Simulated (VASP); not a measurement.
Here is a VASP 6.6.1 calculation.

The input POSCAR:

```
Au
1.0
    4.5881061905      0.0000000000      0.0000000000
   -2.2940530952      3.9734165162      0.0000000000
    0.0000000000      0.0000000000      5.1305760991
Au
4
Direct
    0.0000000000      0.0000000000      0.2500000000
    0.0000000000      0.0000000000      0.7500000000
    0.3333333333      0.6666666667      0.7500000000
    0.6666666667      0.3333333333      0.2500000000
```

File INCAR.step1:

```
SYSTEM = Au
PREC = Accurate ; ENCUT = 600
ISMEAR = 0 ; SIGMA = 0.1
LREAL = .False. ; LASPH = .True.
NELM = 80 ; GGA = PE
ALGO = Normal ; EDIFF = 1E-4
LWAVE = .True. ; LCHARG = .False.
```

File INCAR.step2:

```
SYSTEM = Au
PREC = Accurate ; ENCUT = 600
EDIFF = 1E-6 ; ISMEAR = 0
SIGMA = 0.1 ; LREAL = .False.
LASPH = .True. ; NELM = 80
ALGO = Normal ; ISIF = 3
LWAVE = .False. ; LCHARG = .False.
METAGGA = R2SCAN ; LMIXTAU = .True.
IBRION = 2 ; NSW = 90
EDIFFG = -0.04 ; ISTART = 1
```

Contents of KPOINTS:

```
regular mesh
0
Gamma
  6 6 4
  0 0 0
```

Potentials or basis: VASP PAW PBE potentials, release 64 (Au).

Launch:

```sh
$ cat potpaw_PBE.64/Au/POTCAR > POTCAR
$ cp INCAR.step1 INCAR
$ mpirun -np 1 vasp_std > vasp.out
$ cp INCAR.step2 INCAR
$ mpirun -np 1 vasp_std > vasp.out
```

Estimate the relaxed cell.

a = 4.575 Å, b = 4.575 Å, c = 5.215 Å, α = 90.00°, β = 90.00°, γ = 120.00°.

What does it give for the relaxed volume?

23.64 Å³/atom.

What does it give for the band gap on the k mesh?

Zero (bands 22 and 23 overlap by 2.45 eV).

Predict the space group after relaxing (to 0.1 Å).

P6_3/mmc (No. 194).

Final structure:
```
CELL_PARAMETERS angstrom
4.57542 0.00000 0.00000
-2.28771 3.96243 0.00000
0.00000 0.00000 5.21546
ATOMIC_POSITIONS crystal
Au 0.00000 0.00000 0.25000
Au 0.00000 0.00000 0.75000
Au 0.33333 0.66667 0.75000
Au 0.66667 0.33333 0.25000
```

Caveat: the PAW data sets were made with another functional, which shifts forces and pressure a little; spin-orbit coupling is left out, which moves the levels of the heavy elements.
